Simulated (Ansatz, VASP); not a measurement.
One calculation of Al3GaN4, two programs

Contents of POSCAR:

```
Al3GaN4
1.0
    4.3352187341      0.0000000000      0.0000000000
    0.0000000000      4.3352187341      0.0000000000
    0.0000000000      0.0000000000      4.4686733677
Al Ga N
3 1 4
Direct
    0.5000000000      0.5000000000      0.0000000000
    0.5000000000      0.0000000000      0.5000000000
    0.0000000000      0.5000000000      0.5000000000
    0.0000000000      0.0000000000      0.0000000000
    0.7443324527      0.7443324527      0.2553460152
    0.7443324527      0.2556675473      0.7446539848
    0.2556675473      0.7443324527      0.7446539848
    0.2556675473      0.2556675473      0.2553460152
```

File INCAR.step1:

```
ALGO = Normal
EDIFF = 1E-4
ENCUT = 520
GGA = PE
ISMEAR = 0
LASPH = T
LCHARG = F
LREAL = F
LWAVE = T
NBANDS = 31
NELM = 80
PREC = Accurate
SIGMA = 0.02
```

INCAR.step2

```
ALGO = Normal
EDIFF = 1E-7
ENCUT = 520
ISIF = 2
ISMEAR = 0
ISTART = 1
LASPH = T
LCHARG = F
LMIXTAU = T
LREAL = F
LWAVE = F
METAGGA = R2SCAN
NBANDS = 31
NELM = 80
PREC = Accurate
SIGMA = 0.02
```

File KPOINTS:

```
k-points
0
Gamma
  6 6 6
```

Input for Ansatz:

```yaml
crystal:
  lattice:
    - [4.3352187341, 0.0, 0.0]
    - [0.0, 4.3352187341, 0.0]
    - [0.0, 0.0, 4.4686733677]
  atoms:
    - { symbol: Al, position: [0.5, 0.5, 0.0] }
    - { symbol: Al, position: [0.5, 0.0, 0.5] }
    - { symbol: Al, position: [0.0, 0.5, 0.5] }
    - { symbol: Ga, position: [0.0, 0.0, 0.0] }
    - { symbol: "N", position: [0.7443324527, 0.7443324527, 0.2553460152] }
    - { symbol: "N", position: [0.7443324527, 0.2556675473, 0.7446539848] }
    - { symbol: "N", position: [0.2556675473, 0.7443324527, 0.7446539848] }
    - { symbol: "N", position: [0.2556675473, 0.2556675473, 0.2553460152] }
basis:
  ecutwfc: 500
kpoints:
  mp_grid: { grid: [6, 6, 6] }
  band_path: { path: [VBM, CBM], npoints: 2 }
hamiltonian:
  xc: r2scan
scf:
  occupations: { method: gaussian, width: 0.02 }
output:
  forces: true
  stress: true
  eigenvalues: true
checkpoint:
  read: start.run
  write: ck
  compress: false
  write_wavefunctions: false
  write_every: 100000
```

Alike in both runs: task single point; functional r2SCAN; k mesh 6 × 6 × 6; occupations gaussian, width 0.02 eV; no spin polarisation.

|  | VASP | Ansatz |
| --- | --- | --- |
| version | VASP 6.6.1 | Ansatz 0.2.0 |
| potentials or method | VASP PAW PBE potentials, release 64 (Al, Ga_d, N), cutoff 520 eV | scalar-relativistic, plane waves, PAW |
| valence electrons in the cell | 42 | 42 |

```tsv
	VASP	Ansatz	Ansatz less VASP
gap on the k mesh at the Fermi level (eV)	3.91	3.92	+0.007
least direct gap on the mesh (eV)	3.92	3.93	+0.006
pressure (GPa)	3.1	3.1	+0.01
traceless stress, the component that is largest in VASP (GPa)	-3.16	-3.12	+0.033
rms of the force components (eV/Å)	0.031	0.000	-0.0311
```

VASP's potentials were made for PBE, not for r2SCAN. Atom by atom the forces differ by 0.032 eV/Å (rms over components). The functional is the same, so the differences come from potentials, cutoffs and numerics.
